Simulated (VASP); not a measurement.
A run of VASP 6.6.1 is set up as follows.

Contents of POSCAR:

```
TiO2
1.0
    5.1570000000      0.0000000000      0.0000000000
    0.0000000000      9.1910000000      0.0000000000
    0.0000000000      0.0000000000      5.4630000000
Ti O
8 16
Direct
    0.1388841587      0.1289667645      0.9054172379
    0.6388841587      0.3710332355      0.0945827621
    0.8611158413      0.6289667645      0.5945827621
    0.3611158413      0.8710332355      0.4054172379
    0.8611158413      0.8710332355      0.0945827621
    0.3611158413      0.6289667645      0.9054172379
    0.1388841587      0.3710332355      0.4054172379
    0.6388841587      0.1289667645      0.5945827621
    0.8161176901      0.0096700113      0.8509726598
    0.3161176901      0.4903299887      0.1490273402
    0.1838823099      0.5096700113      0.6490273402
    0.6838823099      0.9903299887      0.3509726598
    0.1838823099      0.9903299887      0.1490273402
    0.6838823099      0.5096700113      0.8509726598
    0.8161176901      0.4903299887      0.3509726598
    0.3161176901      0.0096700113      0.6490273402
    0.4642817632      0.2299264137      0.8915039928
    0.9642817632      0.2700735863      0.1084960072
    0.5357182368      0.7299264137      0.6084960072
    0.0357182368      0.7700735863      0.3915039928
    0.5357182368      0.7700735863      0.1084960072
    0.0357182368      0.7299264137      0.8915039928
    0.4642817632      0.2700735863      0.3915039928
    0.9642817632      0.2299264137      0.6084960072
```

The input INCAR.step1:

```
  PREC = Accurate
  ENCUT = 520
  ISMEAR = -1
  SIGMA = 0.02
  LREAL = Auto
  LASPH = True
  NELM = 60
  NBANDS = 114
  GGA = PE
  ALGO = Normal
  EDIFF = 1E-4
  LWAVE = True
  LCHARG = False
  KPAR = 4
```

The input INCAR.step2:

```
  PREC = Accurate
  ENCUT = 520
  EDIFF = 1E-8
  ISMEAR = -1
  SIGMA = 0.02
  LREAL = Auto
  LASPH = True
  NELM = 60
  ALGO = Normal
  ISIF = 2
  LWAVE = False
  LCHARG = False
  METAGGA = R2SCAN
  LMIXTAU = True
  LEFG = True
  NBANDS = 114
  ISTART = 1
  KPAR = 4
```

KPOINTS

```
regular mesh
0
Gamma
  4 3 4
```

Potentials or basis: VASP PAW PBE potentials, release 64 (Ti_sv, O).

Launch:

```console
$ cat potpaw_PBE.64/Ti_sv/POTCAR potpaw_PBE.64/O/POTCAR > POTCAR
$ cp INCAR.step1 INCAR
$ mpirun -np 4 vasp_std > vasp.out
$ cp INCAR.step2 INCAR
$ mpirun -np 4 vasp_std > vasp.out
```

Estimate the pressure.

-0.4 GPa.

Estimate the band gap on the k mesh.

2.75 eV.

Estimate the largest force.

0.108 eV/Å.

Electric field gradients, principal values (V/Å²):
```tsv
atom	least	middle	greatest (by size)
1 Ti	-0.825	-17.704	18.529
2 Ti	-0.825	-17.704	18.529
3 Ti	-0.825	-17.704	18.529
4 Ti	-0.825	-17.704	18.529
5 Ti	-0.825	-17.704	18.529
6 Ti	-0.825	-17.704	18.529
7 Ti	-0.825	-17.704	18.529
8 Ti	-0.825	-17.704	18.529
9 O	-0.006	-19.955	19.962
10 O	-0.006	-19.955	19.962
11 O	-0.006	-19.955	19.962
12 O	-0.006	-19.955	19.962
13 O	-0.006	-19.955	19.962
14 O	-0.006	-19.955	19.962
15 O	-0.006	-19.955	19.962
16 O	-0.006	-19.955	19.962
17 O	3.009	21.734	-24.743
18 O	3.009	21.734	-24.743
19 O	3.009	21.734	-24.743
20 O	3.009	21.734	-24.743
21 O	3.009	21.734	-24.743
22 O	3.009	21.734	-24.743
23 O	3.009	21.734	-24.743
24 O	3.009	21.734	-24.743
```

Caveat: without QUAD_EFG the Cq values of the log hold for a quadrupole moment of 1 mb, not for the nuclei; the PAW data sets were made with another functional, which shifts forces and pressure a little. A k mesh can miss the band edges.
